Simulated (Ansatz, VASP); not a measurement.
**Two plane-wave programs on SiC**

The input INCAR:

```
SYSTEM = SiC
ALGO = Normal
EDIFF = 1E-6
ENCUT = 520
GGA = PE
ISIF = 2
ISMEAR = 0
LASPH = .TRUE.
LCHARG = .FALSE.
LREAL = .FALSE.
LWAVE = .FALSE.
NBANDS = 11
NELM = 80
PREC = Accurate
SIGMA = 0.05
```

Contents of KPOINTS:

```
k-points
0
G
  12 12 12
  0 0 0
```

Contents of POSCAR:

```
SiC
1.0
    0.0000000000      2.1601197639      2.1601197639
    2.1601197639      0.0000000000      2.1601197639
    2.2803664308      2.2803664308     -0.1202466669
Si C
1 1
Direct
    0.0000000000      0.0000000000      0.0000000000
    0.7500000000      0.7500000000      0.7500000000
```

Input for Ansatz:

```yaml
crystal:
  lattice:
    - [0.0, 2.1601197639, 2.1601197639]
    - [2.1601197639, 0.0, 2.1601197639]
    - [2.2803664308, 2.2803664308, -0.1202466669]
  atoms:
    - { symbol: Si, position: [0.0, 0.0, 0.0] }
    - { symbol: C, position: [0.75, 0.75, 0.75] }
basis:
  ecutwfc: 520.0
kpoints:
  mp_grid: { grid: [12, 12, 12] }
hamiltonian:
  xc: pbe
  pseudopotentials: { kind: paw, azcp: { folder: soft_1 } }
scf:
  occupations: { method: gaussian, width: 0.05 }
output:
  forces: true
  stress: true
  eigenvalues: true
```

Alike in both runs: task single point; functional PBE; k mesh 12 × 12 × 12; occupations gaussian, width 0.05 eV; no spin polarisation.

|  | VASP | Ansatz |
| --- | --- | --- |
| version | VASP 6.6.1 | Ansatz 0.2.0 |
| potentials or method | VASP PAW PBE potentials, release 64 (Si, C), cutoff 520 eV | scalar-relativistic, plane waves, PAW |
| valence electrons in the cell | 8 | 8 |

```csv
,VASP,Ansatz,Ansatz less VASP
gap on the k mesh at the Fermi level (eV),1.15,1.15,+0.005
least direct gap on the mesh (eV),4.00,4.01,+0.009
pressure (GPa),-6.0,-6.0,+0.01
"traceless stress, the component that is largest in VASP (GPa)",-11.97,-11.92,+0.055
rms of the force components (eV/Å),0.147,0.146,-0.0002
```

Atom by atom the forces differ by 0.000 eV/Å (rms over components).
